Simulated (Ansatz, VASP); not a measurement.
# Two plane-wave programs on MgO

INCAR

```
SYSTEM = MgO
PREC = Accurate ; ENCUT = 520
EDIFF = 1E-6 ; ISMEAR = 0
SIGMA = 0.05 ; LREAL = .FALSE.
LASPH = .TRUE. ; NELM = 80
ALGO = Normal ; ISIF = 2
LWAVE = .FALSE. ; LCHARG = .FALSE.
GGA = PS ; NBANDS = 11
```

KPOINTS

```
Automatic mesh
0
G
  10 10 10
  0 0 0
```

The input POSCAR:

```
MgO
1.0
    0.0000000000      2.1075959641      2.1075959641
    2.1075959641      0.0000000000      2.1075959641
    2.1075959641      2.1075959641      0.0000000000
Mg O
1 1
Direct
    0.0000000000      0.0000000000      0.0378540607
    0.5000000000      0.5000000000      0.4424937217
```

Input for Ansatz:

```yaml
crystal:
  lattice:
    - [0.0, 2.1075959641, 2.1075959641]
    - [2.1075959641, 0.0, 2.1075959641]
    - [2.1075959641, 2.1075959641, 0.0]
  atoms:
    - { symbol: Mg, position: [0.0, 0.0, 0.0378540607] }
    - { symbol: O, position: [0.5, 0.5, 0.4424937217] }
basis:
  ecutwfc: 520.0
kpoints:
  mp_grid: { grid: [10, 10, 10] }
hamiltonian:
  xc: pbesol
  pseudopotentials: { kind: paw, azcp: { folder: soft_1 } }
scf:
  occupations: { method: gaussian, width: 0.05 }
output:
  forces: true
  stress: true
  eigenvalues: true
  write_density: true
  write_potential: true
  elf: true
  volumetric_format: npy
```

Change from the starting cell: mode 4 frozen in at -0.121 Å and mode 5 at -0.121 Å (largest displacements).

Alike in both runs: task single point; functional PBEsol; k mesh 10 × 10 × 10; occupations gaussian, width 0.05 eV; no spin polarisation.

|  | VASP | Ansatz |
| --- | --- | --- |
| version | VASP 6.6.1 | Ansatz 0.2.0 |
| potentials or method | VASP PAW PBE potentials, release 64 (Mg, O), cutoff 520 eV | scalar-relativistic, plane waves, PAW |
| valence electrons in the cell | 8 | 16 |

```csv
,VASP,Ansatz,Ansatz less VASP
gap on the k mesh at the Fermi level (eV),4.58,4.58,+0.002
least direct gap on the mesh (eV),4.58,4.58,+0.002
pressure (GPa),7.2,7.6,+0.35
"traceless stress, the component that is largest in VASP (GPa)",-9.54,-9.34,+0.199
rms of the force components (eV/Å),0.983,0.969,-0.0139
```

VASP's potentials were made for PBE, not for PBEsol, and Ansatz warns of the same on its side. Atom by atom the forces differ by 0.014 eV/Å (rms over components). VASP's potentials hold 8 valence electrons a cell and Ansatz's 16, so a difference there can come from the potentials and not from the codes.
